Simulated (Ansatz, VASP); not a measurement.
Zn5O in VASP and in Ansatz

```
CELL_PARAMETERS angstrom
2.93381 0.00000 0.00000
-1.46691 2.54076 0.00000
0.00000 0.00000 22.29875
ATOMIC_POSITIONS crystal
Zn 0.00000 0.00000 0.43855
Zn 0.00000 0.00000 0.93855
Zn 0.66667 0.33333 0.34449
Zn 0.66667 0.33333 0.84449
Zn 0.00000 0.00000 0.25000
Zn 0.00000 0.00000 0.75000
Zn 0.66667 0.33333 0.15551
Zn 0.66667 0.33333 0.65551
Zn 0.00000 0.00000 0.06145
Zn 0.00000 0.00000 0.56145
O 0.66667 0.33333 0.00000
O 0.66667 0.33333 0.50000
```

Alike in both runs: task single point; functional PBE; k mesh 12 × 12 × 1; occupations gaussian, width 0.2 eV; no spin polarisation.

```csv
,VASP,Ansatz
version,VASP 6.6.1,Ansatz 0.2.0
potentials or method,"VASP PAW PBE potentials, release 64 (Zn, O), cutoff 600 eV","scalar-relativistic, plane waves, PAW"
valence electrons in the cell,132,132
```

```csv
,VASP,Ansatz,Ansatz less VASP
gap on the k mesh at the Fermi level (eV),none,none,-
pressure (GPa),0.4,0.0,-0.35
"traceless stress, the component that is largest in VASP (GPa)",0.27,0.17,-0.100
rms of the force components (eV/Å),0.008,0.004,-0.0040
```

Atom by atom the forces differ by 0.012 eV/Å (rms over components). A gap of «none» marks a metal or a gap that the smearing closes.
